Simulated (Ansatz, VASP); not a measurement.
Cd in VASP and in Ansatz

```
CELL_PARAMETERS angstrom
3.00837 0.00000 0.00000
-1.50418 2.60532 0.00000
0.00000 0.00000 5.67327
ATOMIC_POSITIONS crystal
Cd 0.33333 0.66667 0.25000
Cd 0.66667 0.33333 0.75000
```

Change from the starting cell: volume scaled by 1.03.

Alike in both runs: task single point; functional PBE; k mesh 16 × 16 × 7; occupations fermi-dirac, width 0.05 eV; no spin polarisation.

|  | VASP | Ansatz |
| --- | --- | --- |
| version | VASP 6.6.1 | Ansatz 0.2.0 |
| potentials or method | VASP PAW PBE potentials, release 64 (Cd), cutoff 500 eV | all-electron LAPW, scalar-relativistic |

|  | VASP | Ansatz | Ansatz less VASP |
| --- | --- | --- | --- |
| pressure (GPa) | 1.5 | 1.2 | -0.30 |
| traceless stress, the component that is largest in VASP (GPa) | -0.47 | -0.34 | +0.131 |

Ansatz ran all-electron here, and VASP with PAW potentials.
